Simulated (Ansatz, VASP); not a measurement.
# Two plane-wave programs on Ta2H

Contents of INCAR:

```
PREC = Accurate
ENCUT = 520
EDIFF = 1E-6
ISMEAR = 1
SIGMA = 0.15
LREAL = F
LASPH = T
NELM = 100
ALGO = Normal
ISIF = 2
LWAVE = F
LCHARG = F
GGA = PS
NBANDS = 18
```

Contents of KPOINTS:

```
regular mesh
0
Gamma
  10 10 6
```

Contents of POSCAR:

```
Ta2H
1.0
    1.7204950000     -2.3714690000      0.0000000000
    1.7204950000      2.3714690000      0.0000000000
    0.0000000000      0.0000000000      4.7585690000
Ta H
2 1
Direct
    0.0000000000      0.5000000000      0.2645700000
    0.5000000000      0.0000000000      0.7354300000
    0.0000000000      0.0000000000      0.0000000000
```

Input for Ansatz:

```yaml
crystal:
  lattice:
    - [1.720495, -2.371469, 0.0]
    - [1.720495, 2.371469, 0.0]
    - [0.0, 0.0, 4.758569]
  atoms:
    - { symbol: Ta, position: [0.0, 0.5, 0.26457] }
    - { symbol: Ta, position: [0.5, 0.0, 0.73543] }
    - { symbol: H, position: [0.0, 0.0, 0.0] }
basis:
  ecutwfc: 517.016338673772
kpoints:
  mp_grid:
    grid: [10, 10, 6]
hamiltonian:
  xc: pbesol
scf:
  convergence:
    dr2_threshold: 1.0e-10
  occupations:
    method: cold
    width: 0.15
output:
  stress: true
```

Alike in both runs: task single point; functional PBEsol; k mesh 10 × 10 × 6; no spin polarisation.

|  | VASP | Ansatz |
| --- | --- | --- |
| version | VASP 6.6.1 | Ansatz 0.2.0 |
| potentials or method | VASP PAW PBE potentials, release 64 (Ta_pv, H), cutoff 520 eV | plane waves, PAW |
| occupations | methfessel-paxton of order 1, width 0.15 eV | cold, width 0.15 eV |
| valence electrons in the cell | 23 | 27 |

```csv
,VASP,Ansatz,Ansatz less VASP
pressure (GPa),-4.1,-4.3,-0.20
"traceless stress, the component that is largest in VASP (GPa)",-1.17,-1.14,+0.032
```

VASP's potentials were made for PBE, not for PBEsol. VASP's potentials hold 23 valence electrons a cell and Ansatz's 27, so a difference there can come from the potentials and not from the codes.

Spin-orbit coupling is off throughout.
